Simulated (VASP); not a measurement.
Runs of VASP 6.6.1 on AlN. The structure is that of space group Fm-3m (No. 225), or close to it. The cells are those of the table. 

| level | cell | k mesh | smearing | grid for exact exchange (PRECFOCK) | share of exact exchange | screening parameter | gap on the mesh (eV) | pressure (GPa) |
| --- | --- | --- | --- | --- | --- | --- | --- | --- |
| HSE06 | a = 2.855 Å, angles 60.0°, 2 atoms | 8 × 8 × 8 | gaussian 0.01 eV | Normal | 0.25 | 0.2079 1/Å | 6.01 | -1.5 |
| r2SCAN | a = 2.861, b = 2.861, c = 2.898 Å, angles 59.6, 59.6, 60.9°, 2 atoms | 10 × 10 × 10 | gaussian 0.01 eV | - | - | - | (c) | -5.4 |
| r2SCAN | a = 2.855, b = 2.855, c = 2.869 Å, angles 59.8, 59.8, 59.7°, 2 atoms | 10 × 10 × 10 | gaussian 0.01 eV | - | - | - | 5.40 | -0.8 |
| PBE | a = 2.855, b = 2.855, c = 2.869 Å, angles 59.8, 59.8, 59.7°, 2 atoms | 10 × 10 × 10 | fermi-dirac 0.02 eV | - | - | - | (b) | 6.1 |
| r2SCAN | a = 2.855, b = 2.813, c = 2.813 Å, angles 61.0, 59.5, 59.5°, 2 atoms | 10 × 10 × 10 | gaussian 0.01 eV | - | - | - | 5.59 | (a) |
| HSE06 | a = 2.869 Å, angles 60.0°, 2 atoms | 8 × 8 × 8 | gaussian 0.01 eV | Normal | 0.25 | 0.2079 1/Å | 5.86 | -5.4 |

Alike in all rows: no spin polarisation.

Problem. Estimate the missing entries.

Solution. (a) 8.6; (b) 4.54; (c) 5.13.

Caveats: the structure was generated, so it needn't be the stable form of AlN; the PAW data sets were made with another functional, which shifts forces and pressure a little (at least some runs); the stress differs along the axes, from -8 to -1 GPa (at least some runs); the cell stands under pressure (at least some runs); the stress differs along the axes, from 5 to 16 GPa (at least some runs); the cell stands under tension (at least some runs).

A k mesh can miss the band edges.
